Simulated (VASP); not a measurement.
Here is a VASP 6.6.1 calculation.

Contents of POSCAR:

```
BeS
1.0
    0.0000000000      2.4343066356      2.4343066356
    2.4343066356      0.0000000000      2.4343066356
    2.4343066356      2.4343066356      0.0000000000
Be S
1 1
Direct
    0.0000000000      0.0000000000      0.0000000000
    0.2500000000      0.2500000000      0.2500000000
```

Contents of INCAR.step1:

```
SYSTEM = BeS
PREC     = Accurate       ! precision mode
ENCUT    = 660            ! plane-wave cutoff, eV
ISMEAR   = 0              ! smearing method
SIGMA    = 0.01           ! smearing width, eV
LREAL    = .False.        ! projectors in reciprocal space
LASPH    = .True.         ! aspherical terms in the spheres
NELM     = 120            ! most SCF steps
NBANDS   = 11             ! bands
GGA      = PE             ! functional
ALGO     = Normal         ! electronic algorithm
EDIFF    = 1E-5           ! SCF threshold, eV
LWAVE    = .True.         ! write WAVECAR
LCHARG   = .False.        ! write CHGCAR
GGA_COMPAT= .False.
```

File INCAR.step2:

```
SYSTEM = BeS
PREC     = Accurate       ! precision mode
ENCUT    = 660            ! plane-wave cutoff, eV
EDIFF    = 1E-6           ! SCF threshold, eV
ISMEAR   = 0              ! smearing method
SIGMA    = 0.01           ! smearing width, eV
LREAL    = .False.        ! projectors in reciprocal space
LASPH    = .True.         ! aspherical terms in the spheres
NELM     = 120            ! most SCF steps
ALGO     = Normal         ! electronic algorithm
ISIF     = 2              ! what is computed and relaxed
LWAVE    = .False.        ! write WAVECAR
LCHARG   = .False.        ! write CHGCAR
METAGGA  = R2SCAN         ! meta-GGA
LMIXTAU  = .True.       
NBANDS   = 11             ! bands
ISTART   = 1            
GGA_COMPAT= .False.
```

File KPOINTS:

```
Automatic mesh
0
Gamma
  10 10 10
  0 0 0
```

Potentials or basis: VASP PAW PBE potentials, release 64 (Be, S).

Run with:

```console
$ cat potpaw_PBE.64/Be/POTCAR potpaw_PBE.64/S/POTCAR > POTCAR
$ cp INCAR.step1 INCAR
$ mpirun -np 1 vasp_std > vasp.out
$ cp INCAR.step2 INCAR
$ mpirun -np 1 vasp_std > vasp.out
```

**Question.** What does it give for the pressure?

**Answer.** 0.3 GPa.

**Question.** What does it give for the band gap on the k mesh?

**Answer.** 3.60 eV (least direct gap 6.26 eV).

Caveat: the PAW data sets were made with another functional, which shifts forces and pressure a little. A k mesh can miss the band edges.
